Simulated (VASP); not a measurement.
A run of VASP 6.6.1 is set up as follows.

Contents of INCAR:

```
ALGO = Normal
EDIFF = 1E-8
ENCUT = 520
ISIF = 2
ISMEAR = -1
LASPH = True
LCHARG = False
LEFG = True
LREAL = False
LWAVE = False
NBANDS = 14
NELM = 80
PREC = Accurate
SIGMA = 0.03
```

Contents of KPOINTS:

```
k-points
0
Gamma
  16 16 16
```

Contents of POSCAR:

```
Rh
1.0
    0.0000000000      1.8887875349      1.8887875349
    1.8887875349      0.0000000000      1.8887875349
    1.8887875349      1.8887875349      0.0000000000
Rh
1
Direct
    0.0000000000      0.0000000000      0.0000000000
```

Potentials or basis: VASP PAW LDA potentials, release 64 (Rh_pv).

Run with:

```console
$ cat potpaw_LDA.64/Rh_pv/POTCAR > POTCAR
$ mpirun -np 1 vasp_std > vasp.out
```

Problem. What does it give for the pressure?

Solution. -4.8 GPa.

Problem. Estimate the band gap on the k mesh.

Solution. Zero (an odd number of electrons rules out a gap without spin polarisation).

Caveat: the cell stands under tension.
